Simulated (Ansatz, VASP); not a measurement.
ZnSe: VASP beside Ansatz

```
CELL_PARAMETERS angstrom
0.00000 2.83380 2.83380
2.83380 0.00000 2.83380
2.83380 2.83380 0.00000
ATOMIC_POSITIONS crystal
Se 0.75000 0.75000 0.75000
Zn 0.00000 0.00000 0.00000
```

Alike in both runs: task relaxation of cell and atoms; functional PBE; dispersion D4; k mesh 8 × 8 × 8; occupations fermi-dirac, width 0.05 eV; no spin polarisation.

```csv
,VASP,Ansatz
version,VASP 6.6.1,Ansatz 0.2.0
potentials or method,"VASP PAW PBE potentials, release 64 (Se, Zn), cutoff 600 eV","all-electron LAPW, scalar-relativistic"
```

```tsv
	VASP	Ansatz	Ansatz less VASP
relaxed volume (Å³/atom)	22.76	22.66	-0.097
relaxed cell length with the largest relative difference (Å)	4.008	4.002	-0.0057
```

Ansatz ran all-electron here, and VASP with PAW potentials.

Noted on VASP's run: the relaxation stopped at its first step, so nothing moved.
